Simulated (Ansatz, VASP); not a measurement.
## Two plane-wave programs on FeCo

```
CELL_PARAMETERS angstrom
2.74197 0.00000 0.00000
0.00000 2.74197 0.00000
0.00000 0.00000 2.74197
ATOMIC_POSITIONS crystal
Fe 0.50000 0.50000 0.50000
Co 0.00000 0.00000 0.00000
```

Alike in both runs: task single point; functional PBE; k mesh 16 × 16 × 16; occupations gaussian, width 0.05 eV; no spin polarisation.

|  | VASP | Ansatz |
| --- | --- | --- |
| version | VASP 6.6.1 | Ansatz 0.2.0 |
| potentials or method | VASP PAW PBE potentials, release 64 (Fe, Co), cutoff 600 eV | scalar-relativistic, plane waves, PAW |
| valence electrons in the cell | 17 | 33 |

|  | VASP | Ansatz | Ansatz less VASP |
| --- | --- | --- | --- |
| gap on the k mesh at the Fermi level (eV) | none | none | - |
| pressure (GPa) | 4.4 | 5.4 | +0.94 |

A gap of «none» marks a metal or a gap that the smearing closes. The functional is the same, so the differences come from potentials, cutoffs and numerics. VASP's potentials hold 17 valence electrons a cell and Ansatz's 33, so a difference there can come from the potentials and not from the codes.
